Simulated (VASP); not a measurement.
# Sr2TaPO6 (I4/m) in VASP: single point with r2SCAN

Aim: the single point of Sr2TaPO6 with r2SCAN.

Program: VASP 6.6.1. These are calculated values, not measurements. Logs are shortened: lines on timing, memory, paths and dates and some standing lists are left out, and cuts for length are marked.

**1. The cell of the first run**

Symmetry: I4/m, No. 87, tetragonal system. The conventional cell has a = 5.544 Å, b = 5.544 Å, c = 8.079 Å, α = 90.00°, β = 90.00°, γ = 90.00°. Sr (site symmetry -4) has 12 O at 2.56 to 3.10 Å within 3.4 Å. P (site symmetry 4/m) has 6 O at 2.02 to 2.06 Å within 2.7 Å. Within 2.6 Å of Ta (site symmetry 4/m) lie 6 O at 1.98 Å. Within 2.6 Å of O (site symmetry 4) lie 1 Ta at 1.98 Å and 1 P at 2.06 Å. Within 2.6 Å of O (site symmetry m) lie 1 Ta at 1.98 Å and 1 P at 2.02 Å and 2 Sr at 2.56 Å.

**2. Single point, r2SCAN**

File POSCAR:

```
Sr2TaPO6
1.0
    0.0000000000      5.5444035121      0.0000000000
    5.5444035121      0.0000000000      0.0000000000
    2.7722017561      2.7722017561     -4.0396073040
Sr P Ta O
2 1 1 6
Direct
    0.7500000000      0.2500000000      0.5000000000
    0.2500000000      0.7500000000      0.5000000000
    0.0000000000      0.0000000000      0.0000000000
    0.5000000000      0.5000000000      0.0000000000
    0.2552383683      0.2552383683      0.4895232634
    0.7447616317      0.7447616317      0.5104767366
    0.2029511148      0.3033013723      0.0000000000
    0.3033013723      0.7970488852      0.0000000000
    0.7970488852      0.6966986277      0.0000000000
    0.6966986277      0.2029511148      0.0000000000
```

File INCAR.step1:

```
SYSTEM = Sr2TaPO6
  ALGO = Normal
  EDIFF = 1E-4
  ENCUT = 520
  GGA = PE
  ISMEAR = -1
  LASPH = .TRUE.
  LCHARG = .FALSE.
  LREAL = .FALSE.
  LWAVE = .TRUE.
  NBANDS = 47
  NELM = 80
  PREC = Accurate
  SIGMA = 0.1
```

File INCAR.step2:

```
SYSTEM = Sr2TaPO6
  ALGO = Normal
  EDIFF = 1E-7
  ENCUT = 520
  ISIF = 2
  ISMEAR = -1
  ISTART = 1
  LASPH = .TRUE.
  LCHARG = .FALSE.
  LMIXTAU = .TRUE.
  LREAL = .FALSE.
  LWAVE = .FALSE.
  METAGGA = R2SCAN
  NBANDS = 47
  NELM = 80
  PREC = Accurate
  SIGMA = 0.1
```

File KPOINTS:

```
k-points
0
G
  5 5 5
  0 0 0
```

Potentials or basis: VASP PAW PBE potentials, release 64 (Sr_sv, P, Ta_pv, O).

The run is started by

```sh
> cat potpaw_PBE.64/Sr_sv/POTCAR potpaw_PBE.64/P/POTCAR potpaw_PBE.64/Ta_pv/POTCAR potpaw_PBE.64/O/POTCAR > POTCAR
> cp INCAR.step1 INCAR
> mpirun -np 1 vasp_std > vasp.out
> cp INCAR.step2 INCAR
> mpirun -np 1 vasp_std > vasp.out
```

OUTCAR:

```text
SYSTEM = Sr2TaPO6
   EDIFF = 1E-7
   ENCUT = 520
   ISIF = 2
   ISMEAR = -1
   ISTART = 1
   LASPH = .TRUE.
   LREAL = .FALSE.
   METAGGA = R2SCAN
   NELM = 80
   PREC = Accurate

 ion  position               nearest neighbor table
   1  0.750  0.250  0.500-   8 2.56   7 2.56   9 2.56  10 2.56   5 2.77   6 2.77   6 2.77   5 2.77
                             8 3.10   9 3.10   7 3.10  10 3.10   3 3.43   4 3.43   3 3.43   4 3.43
   2  0.250  0.750  0.500-  10 2.56   9 2.56   7 2.56   8 2.56   5 2.77   6 2.77   6 2.77   5 2.77
                            10 3.10   7 3.10   9 3.10   8 3.10   3 3.43   4 3.43   3 3.43   4 3.43
   3  0.000  0.000  0.000-   7 2.02   8 2.02   9 2.02  10 2.02   6 2.06   5 2.06   1 3.43   2 3.43
                             1 3.43   2 3.43   2 3.43   1 3.43   2 3.43   1 3.43
   4  0.500  0.500  0.000-   7 1.98   8 1.98   9 1.98  10 1.98   5 1.98   6 1.98   2 3.43   1 3.43
                             2 3.43   1 3.43   1 3.43   2 3.43   1 3.43   2 3.43
   5  0.255  0.255  0.490-   4 1.98   3 2.06   2 2.77   1 2.77   2 2.77   1 2.77
   6  0.745  0.745  0.510-   4 1.98   3 2.06   2 2.77   1 2.77   1 2.77   2 2.77
   7  0.203  0.303  0.000-   4 1.98   3 2.02   1 2.56   2 2.56   2 3.10   1 3.10
   8  0.303  0.797  0.000-   4 1.98   3 2.02   1 2.56   2 2.56   1 3.10   2 3.10
   9  0.797  0.697  0.000-   4 1.98   3 2.02   2 2.56   1 2.56   1 3.10   2 3.10
  10  0.697  0.203  0.000-   4 1.98   3 2.02   2 2.56   1 2.56   2 3.10   1 3.10

  LATTYP: Found a body centered tetragonal cell.
 ALAT       =     5.5444035121
 C/A-ratio  =     1.4571837332

  Lattice vectors:

 A1 = (  -2.7722017561,   2.7722017560,   4.0396073040)
 A2 = (   2.7722017560,  -2.7722017561,   4.0396073040)
 A3 = (   2.7722017561,   2.7722017561,  -4.0396073040)

Analysis of symmetry for initial positions (statically):
=====================================================================
 Subroutine PRICEL returns:
 Original cell was already a primitive cell.

 Routine SETGRP: Setting up the symmetry group for a
 body centered tetragonal supercell.

 Subroutine GETGRP returns: Found  8 space group operations
 (whereof  8 operations were pure point group operations)
 out of a pool of 16 trial point group operations.

The static configuration has the point symmetry C_4h.

Analysis of symmetry for dynamics (positions and initial velocities):
=====================================================================
 Subroutine PRICEL returns:
 Original cell was already a primitive cell.

 Routine SETGRP: Setting up the symmetry group for a
 body centered tetragonal supercell.

 Subroutine GETGRP returns: Found  8 space group operations
 (whereof  8 operations were pure point group operations)
 out of a pool of 16 trial point group operations.

The dynamic configuration has the point symmetry C_4h.

 Subroutine INISYM returns: Found  8 space group operations
 (whereof  8 operations are pure point group operations),
 and found     1 'primitive' translations

----------------------------------------------------------------------------------------

                                     Primitive cell

  volume of cell :     124.1792

  direct lattice vectors                    reciprocal lattice vectors
     0.000000000  5.544403512  0.000000000     0.000000000  0.180362053  0.123774407
     5.544403512  0.000000000  0.000000000     0.180362053  0.000000000  0.123774407
     2.772201756  2.772201756 -4.039607304     0.000000000  0.000000000 -0.247548815

  length of vectors
     5.544403512  5.544403512  5.629265700     0.218747741  0.218747741  0.247548815

  position of ions in fractional coordinates (direct lattice)
     0.750000000  0.250000000  0.500000000
     0.250000000  0.750000000  0.500000000
     0.000000000  0.000000000  0.000000000
     0.500000000  0.500000000  0.000000000
     0.255238368  0.255238368  0.489523263
     0.744761632  0.744761632  0.510476737
     0.202951115  0.303301372  0.000000000
     0.303301372  0.797048885  0.000000000
     0.797048885  0.696698628  0.000000000
     0.696698628  0.202951115  0.000000000

  ion indices of the primitive-cell ions
   primitive index   ion index
                 1           1
                 2           2
                 3           3
                 4           4
                 5           5
                 6           6
                 7           7
                 8           8
                 9           9
                10          10

----------------------------------------------------------------------------------------

 KPOINTS: k-points

Automatic generation of k-mesh.
 Grid dimensions read from file:
 generate k-points for:    5    5    5

 Generating k-lattice:

  Cartesian coordinates                     Fractional coordinates (reciprocal lattice)
     0.000000000  0.036072411  0.024754881     0.200000000  0.000000000  0.000000000
     0.036072411  0.000000000  0.024754881     0.000000000  0.200000000  0.000000000
     0.000000000  0.000000000 -0.049509763     0.000000000  0.000000000  0.200000000

  Length of vectors
     0.043749548  0.043749548  0.049509763

  Shift w.r.t. Gamma in fractional coordinates (k-lattice)
     0.000000000  0.000000000  0.000000000

 Subroutine IBZKPT returns following result:
 ===========================================

 Found     21 irreducible k-points:

 Following reciprocal coordinates:
            Coordinates               Weight
  0.000000  0.000000  0.000000      1.000000
  0.200000  0.000000 -0.000000      8.000000
  0.400000  0.000000  0.000000      8.000000
  0.200000  0.200000 -0.000000      8.000000
  0.400000  0.200000  0.000000      8.000000
 -0.200000 -0.400000 -0.000000      8.000000
[... 13 lines left out ...]
  0.000000  0.000000  0.400000      2.000000
 -0.200000  0.000000  0.400000      4.000000
   k-points           NKPTS =     21   k-points in BZ     NKDIM =     21   number of bands    NBANDS=     47
   number of dos      NEDOS =    301   number of ions     NIONS =     10
   total plane-waves  NPLWV =  74088
   dimension x,y,z NGX =    42 NGY =   42 NGZ =   42
   dimension x,y,z NGXF=    84 NGYF=   84 NGZF=   84
   ions per type =               2   1   1   6
   NGX,Y,Z   is equivalent  to a cutoff of  12.59, 12.59, 12.40 a.u.
   NGXF,Y,Z  is equivalent  to a cutoff of  25.19, 25.19, 24.81 a.u.
 SYSTEM =  Sr2TaPO6
   PREC   = accura    normal or accurate (medium, high low for compatibility)
   ISTART =      1    job   : 0-new  1-cont  2-samecut
   ICHARG =      0    charge: 1-file 2-atom 10-const
   ISPIN  =      1    spin polarized calculation?
   LNONCOLLINEAR =      F non collinear calculations
   LSORBIT =      F    spin-orbit coupling
   LASPH  =      T    aspherical Exc in radial PAW
   ENCUT  =  520.0 eV  38.22 Ry    6.18 a.u.  10.31 10.31 10.47*2*pi/ulx,y,z
   NELM   =     80;   NELMIN=  2; NELMDL=  0     # of ELM steps
   EDIFF  = 0.1E-06   stopping-criterion for ELM
   LREAL  =      F    real-space projection
   EDIFFG = 0.1E-05   stopping-criterion for IOM
   NSW    =      0    number of steps for IOM
   IBRION =     -1    ionic relax: 0-MD 1-quasi-New 2-CG
   NFREE  =      0    steps in history (QN), initial steepest desc. (CG)
   ISIF   =      2    stress and relaxation
   ISYM   =      2    0-nonsym 1-usesym 2-fastsym
   POTIM  = 0.5000    time-step for ionic-motion
   TEBEG  =    0.0;   TEEND  =   0.0 temperature during run
   PSTRESS=    0.0 pullay stress
   NELECT =      72.0000    total number of electrons
   NUPDOWN=      -1.0000    fix difference up-down
   EMIN   =  10.00;   EMAX   =-10.00  energy-range for DOS
   EFERMI =   0.00;   METHOD = LEGACY
   ISMEAR =    -1;   SIGMA  =   0.10  broadening in eV -4-tet -1-fermi 0-gaus
   EFERMI_NEDOS =   21; number of points for ismear=-14 and -15
   IALGO  =     38    algorithm
   IMIX   =      4    mixing-type and parameters
     AMIX     =   0.40;   BMIX     =  1.00
     AMIX_MAG =   1.60;   BMIX_MAG =  1.00
  volume/ion in A,a.u.               =      12.42        83.80
  Fermi-wavevector in a.u.,A,eV,Ry     =   1.365115  2.579694 25.355005  1.863540
  Thomas-Fermi vector in A             =   2.491372
   LORBIT       =      0    0 simple, 1 ext, 2 COOP (PROOUT), +10 PAW based schemes
   METAGGA = R2SCAN    functional components
   LHFCALC =     F    Hartree Fock is set to
   AEXX    =    0.0000 exact exchange contribution
   IVDW    =     0    specifies the selected vdW correction
   LEPSILON=     F    determine dielectric tensor
   LRPA    =     F    only Hartree local field effects (RPA)
 non-spin polarized calculation
  energy-cutoff  :      520.00
  volume of cell :      124.18
 maximum number of plane-waves:      3366
 NGX is ok and might be reduce to    42
   NGX = 21   NGY = 21   NGZ = 21

 number of electron      71.9999991 magnetization

 Free energy of the ion-electron system (eV)
  ---------------------------------------------------
  ext. energy  EPLUGINS =         0.00000000
  ---------------------------------------------------
  free energy    TOTEN  =      -149.67077484 eV

  energy without entropy =     -149.67066904  energy(sigma->0) =     -149.67072194

 E-fermi :   6.5514     XC(G=0): -11.7635

 val. band max:        5.7670599837   @ k =   0.4000   0.0000   0.0000
 cond. band min:       7.4154420208   @ k =   0.4000   0.0000   0.0000
 fundamental gap:      1.6483820371
 Fermi energy:         6.5514302222

 k-point     1 :       0.0000    0.0000    0.0000
  band No.  band energies     occupation
      1     -31.9383      2.00000
      2     -31.8976      2.00000
      3     -31.8976      2.00000
      4     -30.6051      2.00000
      5     -30.5485      2.00000
      6     -15.9536      2.00000
[... 39 lines left out ...]
     46      12.0127      0.00000
     47      12.1498      0.00000
[... 998 lines left out ...]
     46      12.0128      0.00000
     47      12.4354      0.00000

------------------------ aborting loop because EDIFF is reached ----------------------------------------

  FORCE on cell =-STRESS in cart. coord.  units (eV):
  Direction    XX          YY          ZZ          XY          YZ          ZX
  --------------------------------------------------------------------------------------
  -------------------------------------------------------------------------------------
  Total        4.4168342      4.4168342      4.5175064      0.0000007     -0.0000000     -0.0000000
  in kB       56.9866163     56.9866163     58.2855033      0.0000091     -0.0000000     -0.0000000
  external PRESSURE =      57.4195786 kB  Pullay stress =       0.0000000 kB

 VOLUME and BASIS-vectors are now :
 -----------------------------------------------------------------------------
  energy-cutoff  :      520.00
  volume of cell :      124.18
      direct lattice vectors                 reciprocal lattice vectors
     0.000000000  5.544403512  0.000000000     0.000000000  0.180362053  0.123774407
     5.544403512  0.000000000  0.000000000     0.180362053  0.000000000  0.123774407
     2.772201756  2.772201756 -4.039607304     0.000000000  0.000000000 -0.247548815

 POSITION                                       TOTAL-FORCE (eV/Angst)
 -----------------------------------------------------------------------------------
      2.77220      5.54440     -2.01980        -0.000000      0.000000     -0.000000
      5.54440      2.77220     -2.01980        -0.000000      0.000000     -0.000000
      0.00000      0.00000      0.00000        -0.000000      0.000000     -0.000000
      2.77220      2.77220      0.00000        -0.000000      0.000000     -0.000000
      2.77220      2.77220     -1.97748         0.000000      0.000000     -0.134764
      5.54440      5.54440     -2.06213        -0.000000     -0.000000      0.134764
      1.68163      1.12524      0.00000        -0.095585     -0.086723     -0.000000
      4.41916      1.68163      0.00000         0.086723     -0.095585     -0.000000
      3.86278      4.41916      0.00000         0.095585      0.086723     -0.000000
      1.12524      3.86278      0.00000        -0.086723      0.095585     -0.000000
 -----------------------------------------------------------------------------------
    total drift:                               -0.000000      0.000000      0.000000

  FREE ENERGIE OF THE ION-ELECTRON SYSTEM (eV)
  ---------------------------------------------------
  free  energy   TOTEN  =      -149.6707748376 eV

  energy  without entropy=     -149.6706690382  energy(sigma->0) =     -149.67072194
```

Run time: 16 min. Hardware: 1 thread of Oxide Virtual Turin-like, shared host; peak memory 0.33 GiB.

Results:

```
Free energy            : -149.6708 eV
Pressure               : 5.7 GPa
Largest force          : 0.135 eV/Å
Band gap on the k mesh : 1.65 eV, direct
```

Forces on the atoms (eV/Å):
```
Sr   0.000  0.000  0.000
Sr   0.000  0.000  0.000
P    0.000  0.000  0.000
Ta   0.000  0.000  0.000
O    0.000  0.000 -0.135
O    0.000  0.000  0.135
O   -0.096 -0.087  0.000
O    0.087 -0.096  0.000
O    0.096  0.087  0.000
O   -0.087  0.096  0.000
```

Caveat: the PAW data sets were made with another functional, which shifts forces and pressure a little; spin-orbit coupling is left out, which moves the levels of the heavy elements. r2SCAN opens gaps a little over a GGA but as a rule still falls short of measured ones.
